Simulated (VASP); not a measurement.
Here is a VASP 6.6.1 calculation.

Contents of INCAR:

```
ALGO = Fast
EDIFF = 1E-6
ENCUT = 520
GGA = PS
ISIF = 2
ISMEAR = 0
ISPIN = 2
LASPH = T
LCHARG = T
LELF = T
LMAXMIX = 4
LORBIT = 11
LREAL = F
LVHAR = T
LWAVE = F
MAGMOM = 0.8 0.8 0.8 0.8
NBANDS = 32
NELM = 150
PREC = Accurate
SIGMA = 0.1
```

KPOINTS

```
k-points
0
Gamma
  12 12 4
```

The input POSCAR:

```
Ni
1.0
    2.4480730387      0.0000000000      0.0000000000
   -1.2240365194      2.1200934419      0.0000000000
    0.0000000000      0.0000000000      8.0076896517
Ni
4
Direct
    0.0000000000      0.0000000000      0.0000000000
    0.3333333333      0.6666666667      0.2500000000
    0.0000000000      0.0000000000      0.5000000000
    0.6666666667      0.3333333333      0.7500000000
```

Potentials or basis: VASP PAW PBE potentials, release 64 (Ni).

Command:

```sh
$ cat potpaw_PBE.64/Ni/POTCAR > POTCAR
$ mpirun -np 1 vasp_std > vasp.out
```

Problem. What does it give for the pressure?

Solution. 0.2 GPa.

Problem. Estimate the net moment.

Solution. 2.59 μB per cell.

Stress tensor (GPa, compression positive):
```
0.16 0.00 0.00
0.00 0.16 0.00
0.00 0.00 0.27
```

Caveat: the PAW data sets were made with another functional, which shifts forces and pressure a little.
